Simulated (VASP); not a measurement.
# B (P6_3/mmc) in VASP: further runs, part 2 of 2

VASP 6.6.1. The steps go on from the part before.

## Step 3: Single point, PBEsol

Contents of INCAR:

```
SYSTEM = B
ALGO     = Normal         ! electronic algorithm
EDIFF    = 1E-6           ! SCF threshold, eV
ENCUT    = 520            ! plane-wave cutoff, eV
GGA      = PS             ! functional
ISIF     = 2              ! what is computed and relaxed
ISMEAR   = 1              ! smearing method
LASPH    = .TRUE.         ! aspherical terms in the spheres
LCHARG   = .FALSE.        ! write CHGCAR
LREAL    = .FALSE.        ! projectors in reciprocal space
LWAVE    = .FALSE.        ! write WAVECAR
NBANDS   = 10             ! bands
NELM     = 80             ! most SCF steps
PREC     = Accurate       ! precision mode
SIGMA    = 0.01           ! smearing width, eV
```

Contents of KPOINTS:

```
k-points
0
G
  21 21 11
  0 0 0
```

Contents of POSCAR:

```
B
1.0
    1.7435548161      0.0000000000      0.0000000000
   -0.8717774080      1.5099627636      0.0000000000
    0.0000000000      0.0000000000      3.3753532361
B
2
Direct
    0.3333333333      0.6666666667      0.2500000000
    0.6666666667      0.3333333333      0.7500000000
```

Potentials or basis: VASP PAW PBE potentials, release 64 (B).

Started as:

```
> cat potpaw_PBE.64/B/POTCAR > POTCAR
> mpirun -np 1 vasp_std > vasp.out
```

It took 22 s on 1 thread of Intel Xeon 8259CL, shared host; peak memory 0.13 GiB.

Results (log left out):

- Free energy: -10.3186 eV
- Pressure: 135.8 GPa
- Band gap on the k mesh: zero (band 3 reaches 17.65 eV, above the bottom of band 4 at 9.84 eV)

Levels at points of the mesh, in eV from the Fermi level:
```csv
k point,band 1,band 2,band 3,band 4,band 5,band 6,band 7
"(0.00, 0.00, 0.00)",-22.56,-14.13,-9.78,13.75,21.41,21.41,23.59
```

Caveat: the PAW data sets were made with another functional, which shifts forces and pressure a little.

## Step 4: Single point, PBEsol (volume scaled by 0.6)

Contents of INCAR:

```
SYSTEM = B
ALGO = Normal
EDIFF = 1E-6
ENCUT = 520
GGA = PS
ISIF = 2
ISMEAR = -1
LASPH = .TRUE.
LCHARG = .FALSE.
LREAL = .FALSE.
LWAVE = .FALSE.
NBANDS = 10
NELM = 80
PREC = Accurate
SIGMA = 0.08
```

KPOINTS is that of step 3.

Contents of POSCAR:

```
B
1.0
    1.6166186904      0.0000000000      0.0000000000
   -0.8083093452      1.4000328542      0.0000000000
    0.0000000000      0.0000000000      4.7114707119
B
2
Direct
    0.3333333333      0.6666666667      0.2500000000
    0.6666666667      0.3333333333      0.7500000000
```

Potentials or basis: VASP PAW PBE potentials, release 64 (B).

Started as:

```
> cat potpaw_PBE.64/B/POTCAR > POTCAR
> mpirun -np 1 vasp_std > vasp.out
```

OUTCAR:

```text
SYSTEM = B
   EDIFF = 1E-6
   ENCUT = 520
   GGA = PS
   ISIF = 2
   ISMEAR = -1
   LASPH = .TRUE.
   LREAL = .FALSE.
   NELM = 80
   PREC = Accurate

 ion  position               nearest neighbor table
   1  0.333  0.667  0.250-
   2  0.667  0.333  0.750-

  LATTYP: Found a hexagonal cell.
 ALAT       =     1.6166186904
 C/A-ratio  =     2.9143982684

  Lattice vectors:

 A1 = (   1.6166186904,   0.0000000000,   0.0000000000)
 A2 = (  -0.8083093452,   1.4000328542,   0.0000000000)
 A3 = (   0.0000000000,   0.0000000000,   4.7114707119)

Analysis of symmetry for initial positions (statically):
=====================================================================
 Subroutine PRICEL returns:
 Original cell was already a primitive cell.

 Routine SETGRP: Setting up the symmetry group for a
 hexagonal supercell.

 Subroutine GETGRP returns: Found 24 space group operations
 (whereof 12 operations were pure point group operations)
 out of a pool of 24 trial point group operations.

The static configuration has the point symmetry D_3d.
 The point group associated with its full space group is D_6h.

Analysis of symmetry for dynamics (positions and initial velocities):
=====================================================================
 Subroutine PRICEL returns:
 Original cell was already a primitive cell.

 Routine SETGRP: Setting up the symmetry group for a
 hexagonal supercell.

 Subroutine GETGRP returns: Found 24 space group operations
 (whereof 12 operations were pure point group operations)
 out of a pool of 24 trial point group operations.

The dynamic configuration has the point symmetry D_3d.
 The point group associated with its full space group is D_6h.

 Subroutine INISYM returns: Found 24 space group operations
 (whereof 12 operations are pure point group operations),
 and found     1 'primitive' translations

----------------------------------------------------------------------------------------
[... 113 lines left out ...]
     AMIX_MAG =   1.60;   BMIX_MAG =  1.00
  volume/ion in A,a.u.               =       5.33        35.98
  Fermi-wavevector in a.u.,A,eV,Ry     =   1.351526  2.554014 24.852716  1.826623
  Thomas-Fermi vector in A             =   2.478941
   LORBIT       =      0    0 simple, 1 ext, 2 COOP (PROOUT), +10 PAW based schemes
   GGA     = PS    functional components
   LHFCALC =     F    Hartree Fock is set to
   AEXX    =    0.0000 exact exchange contribution
   IVDW    =     0    specifies the selected vdW correction
   LEPSILON=     F    determine dielectric tensor
   LRPA    =     F    only Hartree local field effects (RPA)
 non-spin polarized calculation
  energy-cutoff  :      520.00
  volume of cell :       10.66
 maximum number of plane-waves:       309
 NGX is ok and might be reduce to    12
   NGX =  5   NGY =  5   NGZ = 17

 number of electron       6.0000000 magnetization

 Free energy of the ion-electron system (eV)
  ---------------------------------------------------
  ext. energy  EPLUGINS =         0.00000000
  ---------------------------------------------------
  free energy    TOTEN  =       -11.38704538 eV

  energy without entropy =      -11.37766621  energy(sigma->0) =      -11.38235580

 E-fermi :  11.3751     XC(G=0): -13.1511

 val. band max:       11.3593435578   @ k =   0.2857   0.2857   0.4545
 cond. band min:      11.3849218865   @ k =   0.2857   0.0952   0.4545
 fundamental gap:      0.0255783287
 Fermi energy:        11.3750912028

 k-point     1 :       0.0000    0.0000    0.0000
  band No.  band energies     occupation
      1      -9.2012      2.00000
      2      -5.1548      2.00000
      3      -2.0391      2.00000
      4       8.9804      2.00000
      5      20.0546      0.00000
      6      39.7963      0.00000
      7      39.7963      0.00000
      8      39.9487      0.00000
      9      40.0282      0.00000
     10      40.0282      0.00000
[... 287 lines left out ...]
 k-point    24 :       0.1905    0.0952    0.0000
  band No.  band energies     occupation
      1      -5.8699      2.00000
      2      -2.5464      2.00000
      3       2.6912      2.00000
      4      13.3860      0.00000
      5      21.1506      0.00000
      6      26.8856      0.00000
      7      28.7938      0.00000
      8      31.4402      0.00000
      9      34.9738      0.00000
     10      40.8097      0.00000

 [... further k-points ...]
[... 5 lines left out ...]
  --------------------------------------------------------------------------------------
  -------------------------------------------------------------------------------------
  Total        6.3022307      6.3022307      6.2447778      0.0000000      0.0000000      0.0000000
  in kB      946.8966101    946.8966103    938.2644308      0.0000000      0.0000000      0.0000000
  external PRESSURE =     944.0192171 kB  Pullay stress =       0.0000000 kB

 VOLUME and BASIS-vectors are now :
 -----------------------------------------------------------------------------
  energy-cutoff  :      520.00
  volume of cell :       10.66
      direct lattice vectors                 reciprocal lattice vectors
     1.616618690  0.000000000  0.000000000     0.618575058  0.357134476  0.000000000
    -0.808309345  1.400032854  0.000000000     0.000000000  0.714268952  0.000000000
     0.000000000  0.000000000  4.711470712     0.000000000  0.000000000  0.212247950

 POSITION                                       TOTAL-FORCE (eV/Angst)
 -----------------------------------------------------------------------------------
     -0.00000      0.93336      1.17787        -0.000000     -0.000000      0.000000
      0.80831      0.46668      3.53360         0.000000      0.000000      0.000000
 -----------------------------------------------------------------------------------
    total drift:                               -0.000000     -0.000000     -0.000000

  FREE ENERGIE OF THE ION-ELECTRON SYSTEM (eV)
  ---------------------------------------------------
  free  energy   TOTEN  =       -11.3870453813 eV

  energy  without entropy=      -11.3776662113  energy(sigma->0) =      -11.38235580
```

OSZICAR:

```text
N       E                     dE             d eps       ncg     rms          rms(c)
DAV:   1     0.428020597222E+01    0.42802E+01   -0.34240E+03  6024   0.555E+02
DAV:   2    -0.119965133920E+02   -0.16277E+02   -0.15462E+02  7308   0.115E+02
DAV:   3    -0.122268887902E+02   -0.23038E+00   -0.22654E+00  6462   0.980E+00
DAV:   4    -0.122270956118E+02   -0.20682E-03   -0.20681E-03  6104   0.269E-01
DAV:   5    -0.122270956623E+02   -0.50517E-07   -0.50385E-07  6244   0.482E-03    0.554E+00
DAV:   6    -0.115823091776E+02    0.64479E+00   -0.37982E-01  5816   0.357E+00    0.310E+00
DAV:   7    -0.113874000872E+02    0.19491E+00   -0.37314E-01  6118   0.350E+00    0.584E-01
DAV:   8    -0.113870780741E+02    0.32201E-03   -0.47835E-03  6004   0.589E-01    0.378E-02
DAV:   9    -0.113870446529E+02    0.33421E-04   -0.66662E-05  6174   0.527E-02    0.117E-02
DAV:  10    -0.113870453813E+02   -0.72843E-06   -0.26340E-06  6526   0.117E-02
   1 F= -.11387045E+02 E0= -.11382356E+02  d E =-.937917E-02
```

Run time: 19 s. Hardware: 1 thread of Intel Xeon 8259CL, shared host; peak memory 0.13 GiB.

What came out:

```
Free energy            : -11.3870 eV
Pressure               : 94.4 GPa
Band gap on the k mesh : zero (band 3 reaches 13.55 eV, above the bottom of band 4 at 3.89 eV)
```

Stress tensor (GPa, compression positive):
```
94.69  0.00  0.00
 0.00 94.69  0.00
 0.00  0.00 93.83
```

Levels at points of the mesh, in eV from the Fermi level:
```
           k point  band 1  band 2  band 3  band 4  band 5  band 6  band 7
(0.00, 0.00, 0.00)  -20.58  -16.53  -13.41   -2.39    8.68   28.42   28.42
```

Caveat: the PAW data sets were made with another functional, which shifts forces and pressure a little.

## Step 5: Overview

| cell | smearing | gap on the mesh (eV) | pressure (GPa) |
| --- | --- | --- | --- |
| a = 1.744, b = 1.744, c = 3.375 Å, angles 90.0, 90.0, 120.0°, 2 atoms | fermi-dirac 0.08 eV | none | 136.0 |
| a = 1.744, b = 1.744, c = 3.375 Å, angles 90.0, 90.0, 120.0°, 2 atoms | methfessel-paxton 0.01 eV | none | 135.8 |
| a = 1.617, b = 1.617, c = 4.711 Å, angles 90.0, 90.0, 120.0°, 2 atoms | fermi-dirac 0.08 eV | none | 94.4 |

Alike in all rows: task single point; level PBEsol; potentials or basis VASP PAW PBE potentials, release 64 (B); no spin polarisation; k mesh 21 × 21 × 11; cutoff (eV) 520.

Caveats: the PAW data sets were made with another functional, which shifts forces and pressure a little.

Absolute energies hang on the potentials; compare differences alone.
